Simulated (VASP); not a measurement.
# GaAs (zincblende type) (F-43m) in VASP: a series of runs

GaAs (zincblende type) is run at these levels: LDA; tasks: single point.

Everything below comes from runs of VASP 6.6.1. Logs are shortened: lines on timing, memory, paths and dates and some standing lists are left out, and cuts for length are marked.

### Step 1. The cell of the first run

The structure is cubic, space group F-43m (No. 216). The conventional cell has a = 4.591 Å, b = 4.591 Å, c = 4.591 Å, α = 90.00°, β = 90.00°, γ = 90.00°. Ga (site symmetry -43m) has 4 As at 1.99 Å within 2.6 Å. Within 2.6 Å of As (site symmetry -43m) lie 4 Ga at 1.99 Å.

### Step 2. Single point, LDA (12.10 Å³/atom)

POSCAR

```
GaAs
1.0
    0.0000000000      2.2955210896      2.2955210896
    2.2955210896      0.0000000000      2.2955210896
    2.2955210896      2.2955210896      0.0000000000
Ga As
1 1
Direct
    0.0000000000      0.0000000000      0.0000000000
    0.2500000000      0.2500000000      0.2500000000
```

INCAR.step1

```
SYSTEM = GaAs
PREC = Accurate
ENCUT = 520
EDIFF = 1E-6
ISMEAR = -1
SIGMA = 0.08
LREAL = .False.
LASPH = .True.
NELM = 80
ALGO = Normal
ISIF = 2
LWAVE = .False.
LCHARG = .True.
GGA = CA
NBANDS = 16
```

KPOINTS.step1

```
regular mesh
0
Gamma
  13 13 13
  0 0 0
```

INCAR.step2

```
SYSTEM = GaAs
PREC = Accurate
ENCUT = 520
EDIFF = 1E-6
ISMEAR = -5
SIGMA = 0.08
LREAL = .False.
LASPH = .True.
NELM = 80
ALGO = Normal
ISIF = 2
LWAVE = .False.
LCHARG = .False.
GGA = CA
LORBIT = 11
NEDOS = 1001
ICHARG = 11
```

KPOINTS.step2

```
regular mesh
0
Gamma
  20 20 20
  0 0 0
```

Potentials or basis: VASP PAW LDA potentials, release 64 (Ga_d, As).

The run is started by

```bash
$ cat potpaw_LDA.64/Ga_d/POTCAR potpaw_LDA.64/As/POTCAR > POTCAR
$ cp INCAR.step1 INCAR
$ cp KPOINTS.step1 KPOINTS
$ mpirun -np 1 vasp_std > vasp.out
$ cp INCAR.step2 INCAR
$ cp KPOINTS.step2 KPOINTS
$ mpirun -np 1 vasp_std > vasp.out
```

OUTCAR:

```text
SYSTEM = GaAs
   PREC = Accurate
   ENCUT = 520
   EDIFF = 1E-6
   ISMEAR = -5
   LREAL = .False.
   LASPH = .True.
   NELM = 80
   ISIF = 2
   GGA = CA
   LORBIT = 11
   ICHARG = 11

 ion  position               nearest neighbor table
   1  0.000  0.000  0.000-   2 1.99   2 1.99   2 1.99   2 1.99
   2  0.250  0.250  0.250-   1 1.99   1 1.99   1 1.99   1 1.99

  LATTYP: Found a face centered cubic cell.
 ALAT       =     4.5910421792

  Lattice vectors:

 A1 = (   0.0000000000,   2.2955210896,   2.2955210896)
 A2 = (   2.2955210896,   0.0000000000,   2.2955210896)
 A3 = (   2.2955210896,   2.2955210896,   0.0000000000)

Analysis of symmetry for initial positions (statically):
=====================================================================
 Subroutine PRICEL returns:
 Original cell was already a primitive cell.

 Routine SETGRP: Setting up the symmetry group for a
 face centered cubic supercell.

 Subroutine GETGRP returns: Found 24 space group operations
 (whereof 24 operations were pure point group operations)
 out of a pool of 48 trial point group operations.

The static configuration has the point symmetry T_d .

Analysis of symmetry for dynamics (positions and initial velocities):
=====================================================================
 Subroutine PRICEL returns:
 Original cell was already a primitive cell.

 Routine SETGRP: Setting up the symmetry group for a
 face centered cubic supercell.

 Subroutine GETGRP returns: Found 24 space group operations
 (whereof 24 operations were pure point group operations)
 out of a pool of 48 trial point group operations.

The dynamic configuration has the point symmetry T_d .

 Subroutine INISYM returns: Found 24 space group operations
 (whereof 24 operations are pure point group operations),
 and found     1 'primitive' translations

----------------------------------------------------------------------------------------

                                     Primitive cell

  volume of cell :      24.1921

  direct lattice vectors                    reciprocal lattice vectors
     0.000000000  2.295521090  2.295521090    -0.217815468  0.217815468  0.217815468
     2.295521090  0.000000000  2.295521090     0.217815468 -0.217815468  0.217815468
     2.295521090  2.295521090  0.000000000     0.217815468  0.217815468 -0.217815468

  length of vectors
     3.246357058  3.246357058  3.246357058     0.377267457  0.377267457  0.377267457

  position of ions in fractional coordinates (direct lattice)
     0.000000000  0.000000000  0.000000000
     0.250000000  0.250000000  0.250000000

  ion indices of the primitive-cell ions
   primitive index   ion index
                 1           1
                 2           2

----------------------------------------------------------------------------------------

 KPOINTS: regular mesh

Automatic generation of k-mesh.
 Grid dimensions read from file:
 generate k-points for:   20   20   20

 Generating k-lattice:

  Cartesian coordinates                     Fractional coordinates (reciprocal lattice)
    -0.010890773  0.010890773  0.010890773     0.050000000  0.000000000  0.000000000
     0.010890773 -0.010890773  0.010890773     0.000000000  0.050000000  0.000000000
     0.010890773  0.010890773 -0.010890773     0.000000000  0.000000000  0.050000000

  Length of vectors
     0.018863373  0.018863373  0.018863373

  Shift w.r.t. Gamma in fractional coordinates (k-lattice)
     0.000000000  0.000000000  0.000000000

 TETIRR: Found   1093 inequivalent tetrahedra from    48000

 Subroutine IBZKPT returns following result:
 ===========================================

 Found    256 irreducible k-points:

 Following reciprocal coordinates:
            Coordinates               Weight
  0.000000  0.000000  0.000000      1.000000
  0.050000  0.000000  0.000000      8.000000
  0.100000  0.000000  0.000000      8.000000
  0.150000  0.000000  0.000000      8.000000
  0.200000  0.000000  0.000000      8.000000
  0.250000  0.000000  0.000000      8.000000
[... 16 lines left out ...]
 -0.400000  0.050000  0.000000     24.000000
 -0.350000  0.050000  0.000000     24.000000
 [... further k-points ...]
   k-points           NKPTS =    256   k-points in BZ     NKDIM =    256   number of bands    NBANDS=     13
   number of dos      NEDOS =   1001   number of ions     NIONS =      2
   total plane-waves  NPLWV =  13824
   dimension x,y,z NGX =    24 NGY =   24 NGZ =   24
   dimension x,y,z NGXF=    48 NGYF=   48 NGZF=   48
   ions per type =               1   1
   NGX,Y,Z   is equivalent  to a cutoff of  12.29, 12.29, 12.29 a.u.
   NGXF,Y,Z  is equivalent  to a cutoff of  24.58, 24.58, 24.58 a.u.
 SYSTEM =  GaAs
   PREC   = accura    normal or accurate (medium, high low for compatibility)
   ISTART =      0    job   : 0-new  1-cont  2-samecut
   ICHARG =     11    charge: 1-file 2-atom 10-const
   ISPIN  =      1    spin polarized calculation?
   LNONCOLLINEAR =      F non collinear calculations
   LSORBIT =      F    spin-orbit coupling
   LASPH  =      T    aspherical Exc in radial PAW
   ENCUT  =  520.0 eV  38.22 Ry    6.18 a.u.   6.04  6.04  6.04*2*pi/ulx,y,z
   NELM   =     80;   NELMIN=  2; NELMDL=  0     # of ELM steps
   EDIFF  = 0.1E-05   stopping-criterion for ELM
   LREAL  =      F    real-space projection
   EDIFFG = 0.1E-04   stopping-criterion for IOM
   NSW    =      0    number of steps for IOM
   IBRION =     -1    ionic relax: 0-MD 1-quasi-New 2-CG
   NFREE  =      0    steps in history (QN), initial steepest desc. (CG)
   ISIF   =      2    stress and relaxation
   ISYM   =      2    0-nonsym 1-usesym 2-fastsym
   POTIM  = 0.5000    time-step for ionic-motion
   TEBEG  =    0.0;   TEEND  =   0.0 temperature during run
   PSTRESS=    0.0 pullay stress
   NELECT =      18.0000    total number of electrons
   NUPDOWN=      -1.0000    fix difference up-down
   EMIN   =  10.00;   EMAX   =-10.00  energy-range for DOS
   EFERMI =   0.00;   METHOD = LEGACY
   ISMEAR =    -5;   SIGMA  =   0.08  broadening in eV -4-tet -1-fermi 0-gaus
   EFERMI_NEDOS =   21; number of points for ismear=-14 and -15
   IALGO  =     38    algorithm
   IMIX   =      4    mixing-type and parameters
     AMIX     =   0.40;   BMIX     =  1.00
     AMIX_MAG =   1.60;   BMIX_MAG =  1.00
  volume/ion in A,a.u.               =      12.10        81.63
  Fermi-wavevector in a.u.,A,eV,Ry     =   1.483455  2.803323 29.941508  2.200639
  Thomas-Fermi vector in A             =   2.597114
   LORBIT       =     11    0 simple, 1 ext, 2 COOP (PROOUT), +10 PAW based schemes
   GGA     = CA    functional components
   LHFCALC =     F    Hartree Fock is set to
   AEXX    =    0.0000 exact exchange contribution
   IVDW    =     0    specifies the selected vdW correction
   LEPSILON=     F    determine dielectric tensor
   LRPA    =     F    only Hartree local field effects (RPA)
 non-spin polarized calculation
 Fermi weights with tetrahedron method with Bloechl corrections
  energy-cutoff  :      520.00
  volume of cell :       24.19
 maximum number of plane-waves:       666

 number of electron      17.9999986 magnetization

 Free energy of the ion-electron system (eV)
  ---------------------------------------------------
  ext. energy  EPLUGINS =         0.00000000
  ---------------------------------------------------
  free energy    TOTEN  =        -3.45120339 eV

  energy without entropy =       -3.45120339  energy(sigma->0) =       -3.45120339

 E-fermi :  12.1645     XC(G=0): -12.9913

 val. band max:       12.3150459093   @ k =   0.0500   0.0000   0.0000
 cond. band min:      12.1654763549   @ k =   0.4500   0.4000   0.0000
 fundamental gap:     -0.1495695545
 Fermi energy:        12.1645178302

 k-point     1 :       0.0000    0.0000    0.0000
  band No.  band energies     occupation
      1      -7.0579      2.00000
      2      -5.6355      2.00000
      3      -5.6355      2.00000
      4      -5.6355      2.00000
      5      -5.2335      2.00000
      6      -5.2335      2.00000
      7      12.4511      0.90010
      8      12.4511     -0.18357
      9      12.4511     -0.08501
     10      15.6842      0.00000
     11      15.6842      0.00000
     12      15.6842      0.00000
     13      17.7121      0.00000

 k-point     2 :       0.0500    0.0000    0.0000
  band No.  band energies     occupation
      1      -7.0169      2.00000
      2      -5.6318      2.00000
      3      -5.6318      2.00000
      4      -5.6268      2.00000
      5      -5.2342      2.00000
      6      -5.2342      2.00000
      7      11.8038      2.02936
      8      12.3150      1.04278
      9      12.3150     -0.02036
     10      15.8526      0.00000
     11      15.8526      0.00000
     12      15.9058      0.00000
     13      18.0005      0.00000

 k-point     3 :       0.1000    0.0000    0.0000
  band No.  band energies     occupation
      1      -6.8998      2.00000
      2      -5.6213      2.00000
      3      -5.6213      2.00000
      4      -5.5946      2.00000
      5      -5.2360      2.00000
      6      -5.2360      2.00000
      7      10.4476      2.00000
      8      11.9819      1.98688
      9      11.9819      2.06107
     10      16.0501      0.00000
     11      16.2642      0.00000
     12      16.2642      0.00000
     13      18.8036      0.00000

 k-point     4 :       0.1500    0.0000    0.0000
  band No.  band energies     occupation
      1      -6.7276      2.00000
      2      -5.6056      2.00000
      3      -5.6056      2.00000
      4      -5.5172      2.00000
      5      -5.2381      2.00000
      6      -5.2381      2.00000
      7       8.9012      2.00000
      8      11.5720      2.00000
      9      11.5720      2.00052
     10      15.9803      0.00000
     11      16.7352      0.00000
     12      16.7352      0.00000
     13      19.7381      0.00000

 k-point     5 :       0.2000    0.0000    0.0000
  band No.  band energies     occupation
      1      -6.5437      2.00000
      2      -5.5874      2.00000
      3      -5.5874      2.00000
      4      -5.3511      2.00000
      5      -5.2389      2.00000
      6      -5.2389      2.00000
      7       7.3312      2.00000
      8      11.1604      2.00000
      9      11.1604      2.00000
     10      15.8379      0.00000
     11      17.0801      0.00000
     12      17.0801      0.00000
     13      20.4030      0.00000
[... 257 lines left out ...]
 k-point    22 :      -0.4500    0.0500    0.0000
  band No.  band energies     occupation
      1      -6.2577      2.00000
      2      -5.5323      2.00000
      3      -5.5285      2.00000
      4      -5.2133      2.00000
      5      -5.2131      2.00000
      6      -2.4315      2.00000
      7       0.6033      2.00000
      8       9.4409      2.00000
      9       9.8400      2.00000
     10      15.6006      0.00000
     11      16.3989      0.00000
     12      16.6452      0.00000
     13      19.9408      0.00000

 k-point    23 :      -0.4000    0.0500    0.0000
  band No.  band energies     occupation
      1      -6.2601      2.00000
      2      -5.5339      2.00000
      3      -5.5318      2.00000
      4      -5.2215      2.00000
      5      -5.2150      2.00000
      6      -3.0291      2.00000
      7       1.4491      2.00000
      8       9.4332      2.00000
      9      10.0333      2.00000
     10      15.6545      0.00000
     11      16.5661      0.00000
     12      16.6462      0.00000
     13      20.0618      0.00000

 k-point    24 :      -0.3500    0.0500    0.0000
  band No.  band energies     occupation
      1      -6.2693      2.00000
      2      -5.5382      2.00000
      3      -5.5381      2.00000
      4      -5.2316      2.00000
      5      -5.2206      2.00000
      6      -3.7183      2.00000
      7       2.6006      2.00000
      8       9.5079      2.00000
      9      10.2965      2.00000
     10      15.7292      0.00000
     11      16.7184      0.00000
     12      16.8186      0.00000
     13      20.2410      0.00000

 [... further k-points ...]

------------------------ aborting loop because EDIFF is reached ----------------------------------------

  FORCE on cell =-STRESS in cart. coord.  units (eV):
  Direction    XX          YY          ZZ          XY          YZ          ZX
  --------------------------------------------------------------------------------------
  -------------------------------------------------------------------------------------
  Total       25.7546986     25.7546986     25.7546986     -0.0000000      0.0000000     -0.0000000
  in kB     1705.6628772   1705.6628772   1705.6628772     -0.0000000      0.0000000     -0.0000000
  external PRESSURE =    1705.6628772 kB  Pullay stress =       0.0000000 kB

 VOLUME and BASIS-vectors are now :
 -----------------------------------------------------------------------------
  energy-cutoff  :      520.00
  volume of cell :       24.19
      direct lattice vectors                 reciprocal lattice vectors
     0.000000000  2.295521090  2.295521090    -0.217815468  0.217815468  0.217815468
     2.295521090  0.000000000  2.295521090     0.217815468 -0.217815468  0.217815468
     2.295521090  2.295521090  0.000000000     0.217815468  0.217815468 -0.217815468

 POSITION                                       TOTAL-FORCE (eV/Angst)
 -----------------------------------------------------------------------------------
      0.00000      0.00000      0.00000        -0.000000     -0.000000      0.000000
      1.14776      1.14776      1.14776         0.000000      0.000000     -0.000000
 -----------------------------------------------------------------------------------
    total drift:                                0.000004      0.000004      0.000002

  FREE ENERGIE OF THE ION-ELECTRON SYSTEM (eV)
  ---------------------------------------------------
  free  energy   TOTEN  =        -3.4512033872 eV

  energy  without entropy=       -3.4512033872  energy(sigma->0) =       -3.45120339

 total charge

# of ion       s       p       d       tot
------------------------------------------
    1        1.053   1.754  10.230  13.037
    2        1.245   2.228   0.140   3.613
--------------------------------------------------
tot          2.297   3.982  10.371  16.650
```

Run time: 84 s. Hardware: 1 thread of Intel Xeon 8259CL, shared host; peak memory 0.21 GiB.

Results:

```yaml
Valence_electrons_inside_the_program's_atomic_spheres: Ga 13.04; As 3.61
```

Caveat: tetrahedron occupations give inexact forces and stress in metals.

(Part 1 of 2 ends here.)
